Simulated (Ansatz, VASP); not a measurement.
# Two plane-wave programs on Pb

```
Pb
1.0
     0.00000    2.52657    2.52657
     2.52657    0.00000    2.52657
     2.52657    2.52657    0.00000
Pb
1
Direct
  0.00000 0.00000 0.00000
```

Alike in both runs: functional PBE; k mesh 8 × 8 × 8; occupations gaussian, width 0.1 eV; no spin polarisation.

Ansatz relaxed the structure, and its values are those at the end. VASP's run is a single point on that final structure, the one shown.

|  | VASP | Ansatz |
| --- | --- | --- |
| version | VASP 6.6.1 | Ansatz 0.2.0 |
| potentials or method | VASP PAW PBE potentials, release 64 (Pb_d), cutoff 500 eV | scalar-relativistic, plane waves, PAW |
| valence electrons in the cell | 14 | 14 |

|  | VASP | Ansatz | Ansatz less VASP |
| --- | --- | --- | --- |
| gap on the k mesh at the Fermi level (eV) | none | none | - |
| pressure (GPa) | -0.3 | -0.3 | +0.05 |

A gap of «none» marks a metal or a gap that the smearing closes. The functional is the same, so the differences come from potentials, cutoffs and numerics.

Neither program's run includes spin-orbit coupling.
